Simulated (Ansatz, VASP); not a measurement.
# One calculation of LiBr, two programs

Contents of POSCAR:

```
LiBr
1.0
    0.0000000000      2.7395485832      2.7395485832
    2.7395485832      0.0000000000      2.7395485832
    2.7395485832      2.7395485832      0.0000000000
Li Br
1 1
Direct
    0.0000000000      0.0000000000      0.0000000000
    0.5000000000      0.5000000000      0.5000000000
```

The input INCAR.step1:

```
PREC = Accurate
ENCUT = 650
EDIFF = 1E-5
ISMEAR = 0
SIGMA = 0.01
LREAL = F
LASPH = T
NELM = 120
ALGO = Normal
ISIF = 2
LWAVE = T
LCHARG = F
GGA = PE
NBANDS = 12
GGA_COMPAT = F
```

Contents of INCAR.step2:

```
PREC = Accurate
ENCUT = 650
EDIFF = 1E-6
ISMEAR = 0
SIGMA = 0.01
LREAL = F
LASPH = T
NELM = 120
ALGO = Normal
ISIF = 2
LWAVE = F
LCHARG = F
GGA = PE
LHFCALC = T
HFSCREEN = 0.2079
PRECFOCK = Normal
ISTART = 1
NBANDS = 12
GGA_COMPAT = F
```

The input KPOINTS:

```
regular mesh
0
Gamma
  4 4 4
```

Input for Ansatz:

```yaml
crystal:
  lattice:
    - [0.0, 2.7395485832, 2.7395485832]
    - [2.7395485832, 0.0, 2.7395485832]
    - [2.7395485832, 2.7395485832, 0.0]
  atoms:
    - { symbol: Li, position: [0.0, 0.0, 0.0] }
    - { symbol: Br, position: [0.5, 0.5, 0.5] }
kpoints:
  mp_grid: { grid: [4, 4, 4] }
hamiltonian:
  xc: hse06
scf:
  occupations: { method: fixed }
  n_extra_bands: 4
output:
  forces: true
  stress: true
  eigenvalues: true
```

Alike in both runs: task single point; functional HSE06; k mesh 4 × 4 × 4; no spin polarisation.

|  | VASP | Ansatz |
| --- | --- | --- |
| version | VASP 6.6.1 | Ansatz 0.2.0 |
| potentials or method | VASP PAW PBE potentials, release 64 (Li_sv, Br) | plane waves, PAW |
| plane-wave cutoff (eV) | 650 | 420 |
| occupations | gaussian, width 0.01 eV | fixed |
| valence electrons in the cell | 10 | 10 |

|  | VASP | Ansatz | Ansatz less VASP |
| --- | --- | --- | --- |
| gap on the k mesh at the Fermi level (eV) | 6.21 | 6.22 | +0.005 |
| pressure (GPa) | -0.1 | 0.1 | +0.13 |

Ansatz's warnings: stress exchange threshold loose, stress scf threshold loose.

The k mesh is coarse, so the values compare programs but aren't converged.
